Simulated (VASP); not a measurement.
A run of VASP 6.6.1 is set up as follows.

File INCAR:

```
PREC = Accurate
ENCUT = 500
EDIFF = 1E-6
ISMEAR = 0
SIGMA = 0.1
LREAL = False
LASPH = True
NELM = 120
ALGO = Normal
ISIF = 2
LWAVE = False
LCHARG = True
GGA = PE
LELF = True
LVHAR = True
NBANDS = 9
GGA_COMPAT = False
```

The input KPOINTS:

```
Automatic mesh
0
Gamma
  9 9 9
```

POSCAR

```
Se
1.0
    1.9250000000      1.1113992682      0.8816666667
   -1.9250000000      1.1113992682      0.8816666667
    0.0000000000     -2.2227985364      0.8816666667
Se
1
Direct
    0.0000000000      0.0000000000      0.0000000000
```

Potentials or basis: VASP PAW PBE potentials, release 64 (Se).

Launch:

```console
$ cat potpaw_PBE.64/Se/POTCAR > POTCAR
$ mpirun -np 1 vasp_std > vasp.out
```

Task: What does it give for the band gap on the k mesh?

Result: Zero (bands 3 and 4 overlap by 14.58 eV).

Task: Predict the pressure.

Result: 160.3 GPa.

Stress tensor (GPa, compression positive):
```
159.32   0.00   0.00
  0.00 159.32   0.00
  0.00   0.00 162.21
```

Caveat: the cell stands under pressure.
